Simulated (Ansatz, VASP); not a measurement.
## BaS in VASP and in Ansatz

File INCAR:

```
PREC = Accurate
ENCUT = 520
EDIFF = 1E-7
ISMEAR = -1
SIGMA = 0.02
LREAL = F
LASPH = T
NELM = 100
ALGO = Normal
ISIF = 2
LWAVE = F
LCHARG = F
GGA = PS
NBANDS = 15
```

The input KPOINTS:

```
Automatic mesh
0
Gamma
  8 8 8
```

POSCAR

```
BaS
1.0
    0.0000000000      3.2201458251      3.2201458251
    3.2201458251      0.0000000000      3.2201458251
    3.2201458251      3.2201458251      0.0000000000
Ba S
1 1
Direct
    0.0000000000      0.0000000000      0.0000000000
    0.5000000000      0.5000000000      0.5000000000
```

Input for Ansatz:

```yaml
crystal:
  lattice:
    - [0.0, 3.2201458251, 3.2201458251]
    - [3.2201458251, 0.0, 3.2201458251]
    - [3.2201458251, 3.2201458251, 0.0]
  atoms:
    - { symbol: Ba, position: [0.0, 0.0, 0.0] }
    - { symbol: S, position: [0.5, 0.5, 0.5] }
kpoints:
  mp_grid: { grid: [8, 8, 8] }
scf:
  occupations: { method: fermi_dirac, width: 0.02 }
hamiltonian:
  xc: pbesol
  pseudopotentials: { kind: all_electron, lapw: { basis_error: 0.00025 } }
output:
  forces: true
  stress: true
  eigenvalues: true
```

Change from the starting cell: volume scaled by 1.025.

Alike in both runs: task single point; functional PBEsol; k mesh 8 × 8 × 8; occupations fermi-dirac, width 0.02 eV; no spin polarisation.

|  | VASP | Ansatz |
| --- | --- | --- |
| version | VASP 6.6.1 | Ansatz 0.2.0 |
| potentials or method | VASP PAW PBE potentials, release 64 (Ba_sv, S), cutoff 520 eV | all-electron LAPW, scalar-relativistic |

```tsv
	VASP	Ansatz	Ansatz less VASP
gap on the k mesh at the Fermi level (eV)	2.03	2.12	+0.094
pressure (GPa)	-1.5	-2.1	-0.56
```

VASP's potentials were made for PBE, not for PBEsol. Ansatz ran all-electron here, and VASP with PAW potentials.

Spin-orbit coupling is off throughout.
